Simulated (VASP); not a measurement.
# Ag2Ir (I4/mmm) in VASP: notebook

Runs on Ag2Ir. Level: PBE. Tasks: single point.

All numbers are computed with VASP 6.6.1; they aren't measurements. Logs are shortened: lines on timing, memory, paths and dates and some standing lists are left out, and cuts for length are marked.

## (1) The cell of the first run

It takes space group I4/mmm (No. 139, tetragonal). Conventional cell: a = 3.456 Å, b = 3.456 Å, c = 8.479 Å, α = 90.00°, β = 90.00°, γ = 90.00°. Ag (site symmetry 4mm) has 9 Ag at 2.80 to 3.46 Å and 5 Ir at 2.82 to 2.84 Å within 3.7 Å. Ir (site symmetry 4/mmm) has 10 Ag at 2.82 to 2.84 Å and 4 Ir at 3.46 Å within 3.7 Å.

## (2) Single point, PBE

INCAR reads:

```
ALGO = Fast
EDIFF = 1E-6
ENCUT = 520
GGA = PE
ISIF = 2
ISMEAR = 0
LASPH = T
LCHARG = T
LELF = T
LREAL = F
LVHAR = T
LWAVE = F
NBANDS = 22
NELM = 100
PREC = Accurate
SIGMA = 0.1
```

KPOINTS reads:

```
k-points
0
Gamma
  8 8 8
```

POSCAR reads:

```
Ag2Ir
1.0
   -1.7282129963      1.7282129963      4.2395225065
    1.7282129963     -1.7282129963      4.2395225065
    1.7282129963      1.7282129963     -4.2395225065
Ag Ir
2 1
Direct
    0.6650000000      0.6650000000      0.0000000000
    0.3350000000      0.3350000000      0.0000000000
    0.0000000000      0.0000000000      0.0000000000
```

Potentials or basis: VASP PAW PBE potentials, release 64 (Ag, Ir).

Command:

```console
$ cat potpaw_PBE.64/Ag/POTCAR potpaw_PBE.64/Ir/POTCAR > POTCAR
$ mpirun -np 1 vasp_std > vasp.out
```

OUTCAR:

```text
EDIFF = 1E-6
   ENCUT = 520
   GGA = PE
   ISIF = 2
   ISMEAR = 0
   LASPH = T
   LREAL = F
   NELM = 100
   PREC = Accurate

 ion  position               nearest neighbor table
   1  0.665  0.665  0.000-   2 2.80   3 2.82   3 2.82   3 2.82   3 2.82   2 2.84   2 2.84   2 2.84
                             2 2.84   3 2.84
   2  0.335  0.335  0.000-   1 2.80   3 2.82   3 2.82   3 2.82   3 2.82   1 2.84   1 2.84   1 2.84
                             1 2.84   3 2.84
   3  0.000  0.000  0.000-   1 2.82   1 2.82   1 2.82   2 2.82   1 2.82   2 2.82   2 2.82   2 2.82
                             1 2.84   2 2.84

  LATTYP: Found a body centered tetragonal cell.
 ALAT       =     3.4564259926
 C/A-ratio  =     2.4531250000

  Lattice vectors:

 A1 = (  -1.7282129963,   1.7282129963,   4.2395225065)
 A2 = (   1.7282129963,  -1.7282129963,   4.2395225065)
 A3 = (   1.7282129963,   1.7282129963,  -4.2395225065)

Analysis of symmetry for initial positions (statically):
=====================================================================
 Subroutine PRICEL returns:
 Original cell was already a primitive cell.

 Routine SETGRP: Setting up the symmetry group for a
 body centered tetragonal supercell.

 Subroutine GETGRP returns: Found 16 space group operations
 (whereof 16 operations were pure point group operations)
 out of a pool of 16 trial point group operations.

The static configuration has the point symmetry D_4h.

Analysis of symmetry for dynamics (positions and initial velocities):
=====================================================================
 Subroutine PRICEL returns:
 Original cell was already a primitive cell.

 Routine SETGRP: Setting up the symmetry group for a
 body centered tetragonal supercell.

 Subroutine GETGRP returns: Found 16 space group operations
 (whereof 16 operations were pure point group operations)
 out of a pool of 16 trial point group operations.

The dynamic configuration has the point symmetry D_4h.

 Subroutine INISYM returns: Found 16 space group operations
 (whereof 16 operations are pure point group operations),
 and found     1 'primitive' translations

----------------------------------------------------------------------------------------

                                     Primitive cell

  volume of cell :      50.6491

  direct lattice vectors                    reciprocal lattice vectors
    -1.728212996  1.728212996  4.239522507     0.000000000  0.289316190  0.117937810
     1.728212996 -1.728212996  4.239522507     0.289316190  0.000000000  0.117937810
     1.728212996  1.728212996 -4.239522507     0.289316190  0.289316190  0.000000000

  length of vectors
     4.893566328  4.893566328  4.893566328     0.312431088  0.312431088  0.409154880

  position of ions in fractional coordinates (direct lattice)
     0.665000000  0.665000000  0.000000000
     0.335000000  0.335000000  0.000000000
     0.000000000  0.000000000  0.000000000

  ion indices of the primitive-cell ions
   primitive index   ion index
                 1           1
                 2           2
                 3           3

----------------------------------------------------------------------------------------

 KPOINTS: k-points

Automatic generation of k-mesh.
 Grid dimensions read from file:
 generate k-points for:    8    8    8

 Generating k-lattice:

  Cartesian coordinates                     Fractional coordinates (reciprocal lattice)
     0.000000000  0.036164524  0.014742226     0.125000000  0.000000000  0.000000000
     0.036164524  0.000000000  0.014742226     0.000000000  0.125000000  0.000000000
     0.036164524  0.036164524  0.000000000     0.000000000  0.000000000  0.125000000

  Length of vectors
     0.039053886  0.039053886  0.051144360

  Shift w.r.t. Gamma in fractional coordinates (k-lattice)
     0.000000000  0.000000000  0.000000000

 Subroutine IBZKPT returns following result:
 ===========================================

 Found     59 irreducible k-points:

 Following reciprocal coordinates:
            Coordinates               Weight
  0.000000  0.000000  0.000000      1.000000
  0.125000  0.000000 -0.000000      8.000000
  0.250000  0.000000 -0.000000      8.000000
  0.375000  0.000000 -0.000000      8.000000
  0.500000  0.000000 -0.000000      4.000000
  0.125000  0.125000 -0.000000      8.000000
[... 16 lines left out ...]
  0.250000  0.125000  0.125000     16.000000
  0.375000  0.125000  0.125000      8.000000
 [... further k-points ...]
   k-points           NKPTS =     59   k-points in BZ     NKDIM =     59   number of bands    NBANDS=     22
   number of dos      NEDOS =    301   number of ions     NIONS =      3
   total plane-waves  NPLWV =  46656
   dimension x,y,z NGX =    36 NGY =   36 NGZ =   36
   dimension x,y,z NGXF=    72 NGYF=   72 NGZF=   72
   ions per type =               2   1
   NGX,Y,Z   is equivalent  to a cutoff of  12.23, 12.23, 12.23 a.u.
   NGXF,Y,Z  is equivalent  to a cutoff of  24.46, 24.46, 24.46 a.u.
 SYSTEM =  unknown system
   PREC   = accura    normal or accurate (medium, high low for compatibility)
   ISTART =      0    job   : 0-new  1-cont  2-samecut
   ICHARG =      2    charge: 1-file 2-atom 10-const
   ISPIN  =      1    spin polarized calculation?
   LNONCOLLINEAR =      F non collinear calculations
   LSORBIT =      F    spin-orbit coupling
   LASPH  =      T    aspherical Exc in radial PAW
   ENCUT  =  520.0 eV  38.22 Ry    6.18 a.u.   9.10  9.10  9.10*2*pi/ulx,y,z
   NELM   =    100;   NELMIN=  2; NELMDL= -5     # of ELM steps
   EDIFF  = 0.1E-05   stopping-criterion for ELM
   LREAL  =      F    real-space projection
   EDIFFG = 0.1E-04   stopping-criterion for IOM
   NSW    =      0    number of steps for IOM
   IBRION =     -1    ionic relax: 0-MD 1-quasi-New 2-CG
   NFREE  =      0    steps in history (QN), initial steepest desc. (CG)
   ISIF   =      2    stress and relaxation
   ISYM   =      2    0-nonsym 1-usesym 2-fastsym
   POTIM  = 0.5000    time-step for ionic-motion
   TEBEG  =    0.0;   TEEND  =   0.0 temperature during run
   PSTRESS=    0.0 pullay stress
   NELECT =      31.0000    total number of electrons
   NUPDOWN=      -1.0000    fix difference up-down
   EMIN   =  10.00;   EMAX   =-10.00  energy-range for DOS
   EFERMI =   0.00;   METHOD = LEGACY
   ISMEAR =     0;   SIGMA  =   0.10  broadening in eV -4-tet -1-fermi 0-gaus
   EFERMI_NEDOS =   21; number of points for ismear=-14 and -15
   IALGO  =     68    algorithm
   IMIX   =      4    mixing-type and parameters
     AMIX     =   0.40;   BMIX     =  1.00
     AMIX_MAG =   1.60;   BMIX_MAG =  1.00
  volume/ion in A,a.u.               =      16.88       113.93
  Fermi-wavevector in a.u.,A,eV,Ry     =   1.389968  2.626659 26.286619  1.932012
  Thomas-Fermi vector in A             =   2.513948
   LORBIT       =      0    0 simple, 1 ext, 2 COOP (PROOUT), +10 PAW based schemes
   GGA     = PE    functional components
   LHFCALC =     F    Hartree Fock is set to
   AEXX    =    0.0000 exact exchange contribution
   IVDW    =     0    specifies the selected vdW correction
   LEPSILON=     F    determine dielectric tensor
   LRPA    =     F    only Hartree local field effects (RPA)
 non-spin polarized calculation
 RMM-DIIS sequential band-by-band and
 Gauss-broadening in eV      SIGMA  =   0.10
  energy-cutoff  :      520.00
  volume of cell :       50.65
 maximum number of plane-waves:      1386
   NGX = 19   NGY = 19   NGZ = 19

 number of electron      31.0000003 magnetization

 Free energy of the ion-electron system (eV)
  ---------------------------------------------------
  ext. energy  EPLUGINS =         0.00000000
  ---------------------------------------------------
  free energy    TOTEN  =       -12.43850900 eV

  energy without entropy =      -12.41704505  energy(sigma->0) =      -12.42777703

 E-fermi :   7.6226     XC(G=0): -12.4836

 val. band max:        7.6154711524   @ k =   0.0000   0.0000   0.0000
 cond. band min:       7.6338645675   @ k =  -0.1250   0.1250   0.0000
 fundamental gap:      0.0183934151
 Fermi energy:         7.6226318565

 k-point     1 :       0.0000    0.0000    0.0000
  band No.  band energies     occupation
      1      -0.1129      2.00000
      2       2.5243      2.00000
      3       2.8517      2.00000
      4       2.8918      2.00000
      5       3.1089      2.00000
      6       3.1878      2.00000
[... 14 lines left out ...]
     21      18.5377      0.00000
     22      18.5377      0.00000

 k-point     2 :       0.1250    0.0000   -0.0000
  band No.  band energies     occupation
      1       0.1633      2.00000
      2       2.4970      2.00000
      3       2.8527      2.00000
      4       2.8765      2.00000
      5       2.9001      2.00000
      6       3.3284      2.00000
[... 14 lines left out ...]
     21      17.4640      0.00000
     22      19.2536      0.00000

 k-point     3 :       0.2500    0.0000   -0.0000
  band No.  band energies     occupation
      1       0.9300      2.00000
      2       2.3490      2.00000
      3       2.4788      2.00000
      4       2.8113      2.00000
      5       2.9366      2.00000
      6       3.0516      2.00000
[... 14 lines left out ...]
     21      17.5887      0.00000
     22      20.1589      0.00000

 k-point     4 :       0.3750    0.0000   -0.0000
  band No.  band energies     occupation
      1       1.7620      2.00000
      2       2.1149      2.00000
      3       2.4712      2.00000
      4       2.4974      2.00000
      5       2.9675      2.00000
      6       3.0125      2.00000
[... 14 lines left out ...]
     21      18.5683      0.00000
     22      20.5472      0.00000

 k-point     5 :       0.5000    0.0000   -0.0000
  band No.  band energies     occupation
      1       1.7082      2.00000
      2       2.3233      2.00000
      3       2.4763      2.00000
      4       2.7024      2.00000
      5       2.8878      2.00000
      6       2.9473      2.00000
[... 417 lines left out ...]
 k-point    22 :       0.1250    0.1250    0.1250
  band No.  band energies     occupation
      1       1.4444      2.00000
      2       2.3441      2.00000
      3       2.8234      2.00000
      4       2.8944      2.00000
      5       2.9660      2.00000
      6       3.0513      2.00000
[... 14 lines left out ...]
     21      16.3357      0.00000
     22      16.6912      0.00000

 k-point    23 :       0.2500    0.1250    0.1250
  band No.  band energies     occupation
      1       1.8826      2.00000
      2       2.3115      2.00000
      3       2.6261      2.00000
      4       2.7839      2.00000
      5       2.9298      2.00000
      6       3.3194      2.00000
[... 14 lines left out ...]
     21      16.9533      0.00000
     22      17.1521      0.00000

 k-point    24 :       0.3750    0.1250    0.1250
  band No.  band energies     occupation
      1       2.0790      2.00000
      2       2.3810      2.00000
      3       2.4366      2.00000
      4       2.6114      2.00000
      5       2.9612      2.00000
      6       3.5100      2.00000
[... 14 lines left out ...]
     21      15.6770      0.00000
     22      18.5999      0.00000

 [... further k-points ...]
[... 5 lines left out ...]
  --------------------------------------------------------------------------------------
  -------------------------------------------------------------------------------------
  Total       -1.2218487     -1.2218487      1.2317273      0.0000000      0.0000000      0.0000000
  in kB      -38.6506283    -38.6506283     38.9631146      0.0000000      0.0000000      0.0000000
  external PRESSURE =     -12.7793806 kB  Pullay stress =       0.0000000 kB

 VOLUME and BASIS-vectors are now :
 -----------------------------------------------------------------------------
  energy-cutoff  :      520.00
  volume of cell :       50.65
      direct lattice vectors                 reciprocal lattice vectors
    -1.728212996  1.728212996  4.239522507     0.000000000  0.289316190  0.117937810
     1.728212996 -1.728212996  4.239522507     0.289316190  0.000000000  0.117937810
     1.728212996  1.728212996 -4.239522507     0.289316190  0.289316190  0.000000000

 POSITION                                       TOTAL-FORCE (eV/Angst)
 -----------------------------------------------------------------------------------
      0.00000      0.00000      5.63856         0.000000      0.000000     -0.039642
      0.00000      0.00000      2.84048         0.000000      0.000000      0.039642
      0.00000      0.00000      0.00000        -0.000000     -0.000000     -0.000000
 -----------------------------------------------------------------------------------
    total drift:                               -0.000000     -0.000000      0.000000

  FREE ENERGIE OF THE ION-ELECTRON SYSTEM (eV)
  ---------------------------------------------------
  free  energy   TOTEN  =       -12.4385089996 eV

  energy  without entropy=      -12.4170450515  energy(sigma->0) =      -12.42777703
```

Run time: 79 s. Hardware: 1 thread of Intel Xeon Platinum 8259CL at 2.50GHz (Skylake/Cascade Lake), shared host; peak memory 0.25 GiB.

Results:

- Free energy: -12.4385 eV
- Pressure: -1.3 GPa
- Largest force: 0.040 eV/Å
- Band gap on the k mesh: zero (an odd number of electrons rules out a gap without spin polarisation)

Forces in eV/Å, atoms in the order of the input:
```
Ag   0.000  0.000 -0.040
Ag   0.000  0.000  0.040
Ir   0.000  0.000  0.000
```

Stress tensor (GPa, compression positive):
```
-3.87  0.00  0.00
 0.00 -3.87  0.00
 0.00  0.00  3.90
```

Levels at points of the mesh, in eV from the Fermi level:
| k point | band 11 | band 12 | band 13 | band 14 | band 15 | band 16 | band 17 | band 18 | band 19 | band 20 |
| --- | --- | --- | --- | --- | --- | --- | --- | --- | --- | --- |
| (0.00, 0.00, 0.00) | -3.00 | -2.47 | -1.19 | -1.19 | -1.14 | -0.01 | 4.28 | 5.23 | 10.17 | 10.17 |
| (0.50, 0.00, 0.00) | -2.87 | -1.42 | -1.20 | -0.45 | -0.34 | 0.13 | 0.69 | 1.16 | 6.61 | 12.25 |
| (0.50, 0.50, 0.00) | -2.96 | -2.56 | -0.58 | -0.39 | -0.18 | 0.25 | 3.57 | 4.24 | 4.38 | 6.08 |
| (0.50, 0.50, 0.50) | -3.55 | -2.41 | -1.36 | -0.21 | -0.21 | 0.03 | 0.17 | 5.79 | 5.79 | 11.82 |

Caveat: spin-orbit coupling is left out, which moves the levels of the heavy elements.

(Part 1 of 2 ends here.)
